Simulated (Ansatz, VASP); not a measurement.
# Si3N4: VASP beside Ansatz

```
Si N
1.0
    -3.25879    3.25879    3.25879
     3.25879   -3.25879    3.25879
     3.25879    3.25879   -3.25879
Si N
6 8
Direct
  0.25000 0.12500 0.87500
  0.87500 0.25000 0.12500
  0.75000 0.37500 0.62500
  0.62500 0.75000 0.37500
  0.12500 0.87500 0.25000
  0.37500 0.62500 0.75000
  0.56280 0.56280 0.56280
  0.43720 0.50000 0.00000
  0.50000 0.00000 0.93720
  0.00000 0.43720 0.50000
  0.93720 0.50000 0.00000
  0.06280 0.06280 0.06280
  0.00000 0.93720 0.50000
  0.50000 0.00000 0.43720
```

Change from the starting cell: volume scaled by 1.02, ions relaxed.

Alike in both runs: functional PBE; k mesh 6 × 6 × 6; occupations fermi-dirac, width 0.02 eV; no spin polarisation.

Ansatz relaxed the structure, and its values are those at the end. VASP's run is a single point on that final structure, the one shown.

|  | VASP | Ansatz |
| --- | --- | --- |
| version | VASP 6.6.1 | Ansatz 0.2.0 |
| potentials or method | VASP PAW PBE potentials, release 64 (Si, N) | plane-wave PAW, scalar-relativistic |
| plane-wave cutoff (eV) | 520 | 420 |
| valence electrons in the cell | 64 | 64 |

Ansatz gave:

* gap on the k mesh at the Fermi level (eV): 3.99
* pressure (GPa): -3.2
* rms of the force components (eV/Å): 0.011

Q: Which values does VASP return?

A: gap on the k mesh at the Fermi level (eV): 3.99; pressure (GPa): -3.5; rms of the force components (eV/Å): 0.014.

The functional is the same, so the differences come from potentials, cutoffs and numerics. Ansatz's warnings: stress scf threshold loose.
